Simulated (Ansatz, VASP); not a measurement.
# LaCuTe2: VASP beside Ansatz

```
CELL_PARAMETERS angstrom
2.23787 1.29204 6.74954
-2.23787 1.29204 6.74954
0.00000 -2.58407 6.74954
ATOMIC_POSITIONS crystal
Cu 0.00000 0.00000 0.00000
La 0.50000 0.50000 0.50000
Te 0.26089 0.26089 0.26089
Te 0.73911 0.73911 0.73911
```

Alike in both runs: task single point; functional r2SCAN; k mesh 6 × 6 × 6; no spin polarisation.

|  | VASP | Ansatz |
| --- | --- | --- |
| version | VASP 6.6.1 | Ansatz 0.2.0 |
| potentials or method | VASP PAW PBE potentials, release 64 (Cu, La, Te) | plane waves, PAW |
| plane-wave cutoff (eV) | 520 | 500 |
| occupations | gaussian, width 0.01 eV | fixed |
| valence electrons in the cell | 34 | 62 |

|  | VASP | Ansatz | Ansatz less VASP |
| --- | --- | --- | --- |
| gap on the k mesh at the Fermi level (eV) | 1.02 | 1.02 | +0.003 |
| pressure (GPa) | 0.0 | 0.0 | +0.04 |
| rms of the force components (eV/Å) | 0.003 | 0.001 | -0.0019 |

VASP's potentials were made for PBE, not for r2SCAN. Atom by atom the forces differ by 0.004 eV/Å (rms over components). VASP's potentials hold 34 valence electrons a cell and Ansatz's 62, so a difference there can come from the potentials and not from the codes.

Neither program's run includes spin-orbit coupling.
